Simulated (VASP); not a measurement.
# Al3Cu (P4/mmm) in VASP: a series of runs, part 2 of 2

VASP 6.6.1. The steps go on from the part before.

## Step 5: Single point, LDA (volume 13.939 Å^3 an atom, c/a of the conventional cell 0.8857)

Contents of INCAR:

```
PREC     = Accurate       # precision mode
ENCUT    = 520            # plane-wave cutoff, eV
EDIFF    = 1E-7           # SCF threshold, eV
ISMEAR   = 0              # smearing method
SIGMA    = 0.15           # smearing width, eV
LREAL    = False          # projectors in reciprocal space
LASPH    = True           # aspherical terms in the spheres
NELM     = 80             # most SCF steps
ALGO     = Fast           # electronic algorithm
ISIF     = 2              # what is computed and relaxed
LWAVE    = False          # write WAVECAR
LCHARG   = False          # write CHGCAR
GGA      = CA             # functional
NBANDS   = 18             # bands
```

Contents of KPOINTS:

```
regular mesh
0
Gamma
  12 12 12
```

Contents of POSCAR:

```
Al3Cu
1.0
    3.9780324510      0.0000000000      0.0000000000
    0.0000000000      3.9780324510      0.0000000000
    0.0000000000      0.0000000000      3.5233433418
Al Cu
3 1
Direct
    0.0000000000      0.5000000000      0.5000000000
    0.5000000000      0.0000000000      0.5000000000
    0.5000000000      0.5000000000      0.0000000000
    0.0000000000      0.0000000000      0.0000000000
```

Potentials or basis: VASP PAW LDA potentials, release 64 (Al, Cu).

Run with:

```bash
cat potpaw_LDA.64/Al/POTCAR potpaw_LDA.64/Cu/POTCAR > POTCAR
mpirun -np 1 vasp_std > vasp.out
```

OUTCAR:

```text
PREC = Accurate
   ENCUT = 520
   EDIFF = 1E-7
   ISMEAR = 0
   LREAL = False
   LASPH = True
   NELM = 80
   ISIF = 2
   GGA = CA

 ion  position               nearest neighbor table
   1  0.000  0.500  0.500-   3 2.66   4 2.66   3 2.66   4 2.66   4 2.66   4 2.66   3 2.66   3 2.66
                             2 2.81   2 2.81   2 2.81   2 2.81
   2  0.500  0.000  0.500-   3 2.66   4 2.66   3 2.66   4 2.66   3 2.66   3 2.66   4 2.66   4 2.66
                             1 2.81   1 2.81   1 2.81   1 2.81
   3  0.500  0.500  0.000-   1 2.66   2 2.66   1 2.66   2 2.66   2 2.66   2 2.66   1 2.66   1 2.66
                             4 2.81   4 2.81   4 2.81   4 2.81
   4  0.000  0.000  0.000-   1 2.66   2 2.66   1 2.66   2 2.66   1 2.66   1 2.66   2 2.66   2 2.66
                             3 2.81   3 2.81   3 2.81   3 2.81

  LATTYP: Found a simple tetragonal cell.
 ALAT       =     3.9780324510
 C/A-ratio  =     0.8857000000

  Lattice vectors:

 A1 = (   3.9780324510,   0.0000000000,   0.0000000000)
 A2 = (   0.0000000000,   3.9780324510,   0.0000000000)
 A3 = (   0.0000000000,   0.0000000000,   3.5233433418)

Analysis of symmetry for initial positions (statically):
=====================================================================
 Subroutine PRICEL returns:
[... 183 lines left out ...]

 k-point     1 :       0.0000    0.0000    0.0000
  band No.  band energies     occupation
      1      -2.7415      2.00000
      2       4.0762      2.00000
      3       4.3772      2.00000
      4       5.0228      2.00000
      5       5.0540      2.00000
      6       5.0540      2.00000
[... 481 lines left out ...]
      5       4.8925      2.00000
      6       4.9411      2.00000
[... 10 lines left out ...]
     17      15.6686      0.00000
     18      16.4520      0.00000

 [... further k-points ...]

------------------------ aborting loop because EDIFF is reached ----------------------------------------

  FORCE on cell =-STRESS in cart. coord.  units (eV):
  Direction    XX          YY          ZZ          XY          YZ          ZX
  --------------------------------------------------------------------------------------
  -------------------------------------------------------------------------------------
  Total        0.0628412      0.0628412      3.7165806      0.0000000      0.0000000      0.0000000
  in kB        1.8057736      1.8057736    106.7978548      0.0000000      0.0000000      0.0000000
  external PRESSURE =      36.8031340 kB  Pullay stress =       0.0000000 kB

 VOLUME and BASIS-vectors are now :
 -----------------------------------------------------------------------------
  energy-cutoff  :      520.00
  volume of cell :       55.76
      direct lattice vectors                 reciprocal lattice vectors
     3.978032451  0.000000000  0.000000000     0.251380554  0.000000000  0.000000000
     0.000000000  3.978032451  0.000000000     0.000000000  0.251380554  0.000000000
     0.000000000  0.000000000  3.523343342     0.000000000  0.000000000  0.283821332

 POSITION                                       TOTAL-FORCE (eV/Angst)
 -----------------------------------------------------------------------------------
      0.00000      1.98902      1.76167         0.000000      0.000000      0.000000
      1.98902      0.00000      1.76167         0.000000      0.000000      0.000000
      1.98902      1.98902      0.00000         0.000000      0.000000      0.000000
      0.00000      0.00000      0.00000         0.000000      0.000000      0.000000
 -----------------------------------------------------------------------------------
    total drift:                                0.000000     -0.000000     -0.000000

  FREE ENERGIE OF THE ION-ELECTRON SYSTEM (eV)
  ---------------------------------------------------
  free  energy   TOTEN  =       -17.2112165930 eV

  energy  without entropy=      -17.1947832110  energy(sigma->0) =      -17.20299990
```

stdout:

```text
POSCAR found type information on POSCAR AlCu
 POSCAR found :  2 types and       4 ions
 scaLAPACK will be used
 LDA part: xc-table for (Slater(with rela. corr.)+CA(PZ))
 , standard interpolation
 POSCAR, INCAR and KPOINTS ok, starting setup
 FFT: planning ... GRIDC
 FFT: planning ... GRID_SOFT
 FFT: planning ... GRID
 WAVECAR not read
 entering main loop
```

It took 3.4 min on 1 thread of Intel Xeon 6975P-C, shared host; peak memory 0.28 GiB.

Results:

| Property | Result |
| --- | --- |
| Free energy | -17.2112 eV |
| Pressure | 3.7 GPa |
| Band gap on the k mesh | zero (band 10 reaches 11.37 eV, above the bottom of band 11 at 6.81 eV) |

Stress tensor (GPa, compression positive):
```
 0.18  0.00  0.00
 0.00  0.18  0.00
 0.00  0.00 10.68
```

## Step 6: Single point, LDA (volume 13.939 Å^3 an atom, c/a of the conventional cell 1.1290)

Contents of INCAR:

```
SYSTEM = Al3Cu
PREC = Accurate ; ENCUT = 520
EDIFF = 1E-7 ; ISMEAR = 0
SIGMA = 0.15 ; LREAL = .FALSE.
LASPH = .TRUE. ; NELM = 100
ALGO = Fast ; ISIF = 2
LWAVE = .FALSE. ; LCHARG = .FALSE.
NBANDS = 18
```

Contents of KPOINTS:

```
regular mesh
0
G
  12 12 12
  0 0 0
```

Contents of POSCAR:

```
Al3Cu
1.0
    3.6688719622      0.0000000000      0.0000000000
    0.0000000000      3.6688719622      0.0000000000
    0.0000000000      0.0000000000      4.1421564453
Al Cu
3 1
Direct
    0.0000000000      0.5000000000      0.5000000000
    0.5000000000      0.0000000000      0.5000000000
    0.5000000000      0.5000000000      0.0000000000
    0.0000000000      0.0000000000      0.0000000000
```

Potentials or basis: VASP PAW LDA potentials, release 64 (Al, Cu).

Run with:

```bash
cat potpaw_LDA.64/Al/POTCAR potpaw_LDA.64/Cu/POTCAR > POTCAR
mpirun -np 1 vasp_std > vasp.out
```

OUTCAR:

```text
SYSTEM = Al3Cu
   PREC = Accurate
   ENCUT = 520
   EDIFF = 1E-7
   ISMEAR = 0
   LREAL = .FALSE.
   LASPH = .TRUE.
   NELM = 100
   ISIF = 2

 ion  position               nearest neighbor table
   1  0.000  0.500  0.500-   2 2.59   2 2.59   2 2.59   2 2.59   4 2.77   3 2.77   4 2.77   4 2.77
                             4 2.77   3 2.77   3 2.77   3 2.77
   2  0.500  0.000  0.500-   1 2.59   1 2.59   1 2.59   1 2.59   4 2.77   3 2.77   3 2.77   3 2.77
                             4 2.77   4 2.77   4 2.77   3 2.77
   3  0.500  0.500  0.000-   4 2.59   4 2.59   4 2.59   4 2.59   2 2.77   2 2.77   2 2.77   2 2.77
                             1 2.77   1 2.77   1 2.77   1 2.77
   4  0.000  0.000  0.000-   3 2.59   3 2.59   3 2.59   3 2.59   2 2.77   1 2.77   2 2.77   1 2.77
[... 710 lines left out ...]
  -------------------------------------------------------------------------------------
  Total        3.0028705      3.0028705     -1.4257862      0.0000000      0.0000000     -0.0000000
  in kB       86.2890283     86.2890283    -40.9707002      0.0000000      0.0000000     -0.0000000
  external PRESSURE =      43.8691188 kB  Pullay stress =       0.0000000 kB

 VOLUME and BASIS-vectors are now :
 -----------------------------------------------------------------------------
  energy-cutoff  :      520.00
  volume of cell :       55.76
      direct lattice vectors                 reciprocal lattice vectors
     3.668871962  0.000000000  0.000000000     0.272563341  0.000000000  0.000000000
     0.000000000  3.668871962  0.000000000     0.000000000  0.272563341  0.000000000
     0.000000000  0.000000000  4.142156445     0.000000000  0.000000000  0.241420143

 POSITION                                       TOTAL-FORCE (eV/Angst)
 -----------------------------------------------------------------------------------
      0.00000      1.83444      2.07108         0.000000      0.000000      0.000000
      1.83444      0.00000      2.07108         0.000000      0.000000      0.000000
      1.83444      1.83444      0.00000         0.000000      0.000000      0.000000
      0.00000      0.00000      0.00000         0.000000      0.000000      0.000000
 -----------------------------------------------------------------------------------
    total drift:                               -0.000000     -0.000000     -0.000000

  FREE ENERGIE OF THE ION-ELECTRON SYSTEM (eV)
  ---------------------------------------------------
  free  energy   TOTEN  =       -17.1942645880 eV

  energy  without entropy=      -17.1786195246  energy(sigma->0) =      -17.18644206
```

OSZICAR:

```text
N       E                     dE             d eps       ncg     rms          rms(c)
DAV:   1     0.736592411095E+02    0.73659E+02   -0.84189E+03  7148   0.118E+03
DAV:   2    -0.155737738249E+02   -0.89233E+02   -0.82801E+02  7322   0.218E+02
DAV:   3    -0.199190898510E+02   -0.43453E+01   -0.41769E+01  9442   0.536E+01
[... 11 lines left out ...]
RMM:  15    -0.171942595516E+02    0.27974E-04   -0.15962E-04  9013   0.184E-01    0.145E-02
RMM:  16    -0.171942644598E+02   -0.49081E-05   -0.52646E-05 10325   0.491E-02    0.148E-02
RMM:  17    -0.171942646309E+02   -0.17118E-06   -0.62208E-06  9767   0.184E-02    0.197E-02
RMM:  18    -0.171942647566E+02   -0.12569E-06   -0.70167E-07  8246   0.105E-02    0.108E-02
RMM:  19    -0.171942645876E+02    0.16899E-06   -0.68199E-07  8172   0.109E-02    0.171E-03
RMM:  20    -0.171942645880E+02   -0.37267E-09   -0.19700E-07  5840   0.385E-03
   1 F= -.17194265E+02 E0= -.17186442E+02  d E =-.156451E-01
```

It took 2.9 min on 1 thread of Intel Xeon 6975P-C, shared host; peak memory 0.28 GiB.

What came out:

- Free energy: -17.1943 eV
- Pressure: 4.4 GPa
- Band gap on the k mesh: zero (band 10 reaches 10.79 eV, above the bottom of band 11 at 6.88 eV)

Levels at points of the mesh, in eV from the Fermi level:
```
           k point  band 7  band 8  band 9  band 10  band 11  band 12  band 13  band 14
(0.00, 0.00, 0.00)   -3.65   -1.75   -1.75    -1.32     0.70     1.57     6.21     6.21
(0.50, 0.00, 0.00)   -3.52   -0.72   -0.28    -0.16     1.09     1.23     1.38     2.87
(0.50, 0.50, 0.00)   -3.54   -3.38   -3.31     0.70     2.53     2.58     2.58     2.75
(0.00, 0.00, 0.50)   -3.74    0.55    0.55     0.71     0.71     1.08     2.92     3.20
(0.50, 0.00, 0.50)   -3.70   -3.47   -3.23     1.94     3.28     3.94     4.00     4.55
(0.50, 0.50, 0.50)   -4.01   -3.67   -3.54    -2.46    -1.97    -1.97    -1.67    10.94
```

## Step 7: Overview

```tsv
cell	further INCAR settings	gap on the mesh (eV)	pressure (GPa)
a = 4.118, b = 4.118, c = 3.648 Å, 4 atoms	ALGO = Fast; EDIFF = 1e-06; NBANDS = 18	none	-5.9
a = 3.798, b = 3.798, c = 4.288 Å, 4 atoms	ALGO = Fast; EDIFF = 1e-06; NBANDS = 18	none	-5.7
a = 4.059, b = 4.059, c = 3.384 Å, 4 atoms	ALGO = Fast; EDIFF = 1e-07; NBANDS = 18	none	3.9
a = 3.978, b = 3.978, c = 3.523 Å, 4 atoms	ALGO = Fast; EDIFF = 1e-07; NBANDS = 18	none	3.7
a = 3.669, b = 3.669, c = 4.142 Å, 4 atoms	ALGO = Fast; EDIFF = 1e-07; NBANDS = 18	none	4.4
```

Alike in all rows: task single point; level LDA; potentials or basis VASP PAW LDA potentials, release 64 (Al, Cu); no spin polarisation; k mesh 12 × 12 × 12; cutoff (eV) 520; smearing gaussian 0.15 eV.

Absolute energies hang on the potentials; compare differences alone.
